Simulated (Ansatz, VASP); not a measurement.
# Two plane-wave programs on MgB2

```
Mg B
1.0
     3.08500    0.00000    0.00000
    -1.54250    2.67169    0.00000
     0.00000    0.00000    3.52300
Mg B
1 2
Direct
  0.00000 0.00000 0.00000
  0.66667 0.33333 0.50000
  0.33333 0.66667 0.50000
```

Alike in both runs: task single point; functional PBE; k mesh 10 × 10 × 8; occupations gaussian, width 0.029 eV; no spin polarisation.

```csv
,VASP,Ansatz
version,VASP 6.6.1,Ansatz 0.2.0
potentials or method,"VASP PAW PBE potentials, release 64 (Mg, B)",Ansatz PAW
plane-wave cutoff (eV),520,420
valence electrons in the cell,8,16
```

```tsv
	VASP	Ansatz	Ansatz less VASP
gap on the k mesh at the Fermi level (eV)	none	none	-
pressure (GPa)	-1.1	-0.9	+0.25
traceless stress, the component that is largest in VASP (GPa)	-0.49	-0.39	+0.103
```

A gap of «none» marks a metal or a gap that the smearing closes. VASP's potentials hold 8 valence electrons a cell and Ansatz's 16, so a difference there can come from the potentials and not from the codes.
